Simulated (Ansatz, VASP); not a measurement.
MgO: VASP beside Ansatz

```xyz
2
Lattice="0.0000 2.1022 2.1652 2.1022 0.0000 2.1652 2.1022 2.1022 0.0000" Properties=species:S:1:pos:R:3 pbc="T T T"
Mg    0.0000    0.0000    0.0000
O     2.1022    2.1022    2.1652
```

Change from the starting cell: uniaxial_z strain +3.0%.

Alike in both runs: task single point; functional r2SCAN; k mesh 10 × 10 × 10; no spin polarisation.

```csv
,VASP,Ansatz
version,VASP 6.6.1,Ansatz 0.2.0
potentials or method,"VASP PAW PBE potentials, release 64 (Mg, O)","plane waves, PAW"
plane-wave cutoff (eV),520,500
occupations,"gaussian, width 0.01 eV",fixed
valence electrons in the cell,8,16
```

```csv
,VASP,Ansatz,Ansatz less VASP
gap on the k mesh at the Fermi level (eV),5.32,5.34,+0.026
pressure (GPa),-5.5,-4.4,+1.13
"traceless stress, the component that is largest in VASP (GPa)",-3.36,-3.39,-0.032
```

VASP's potentials were made for PBE, not for r2SCAN. VASP's potentials hold 8 valence electrons a cell and Ansatz's 16, so a difference there can come from the potentials and not from the codes.
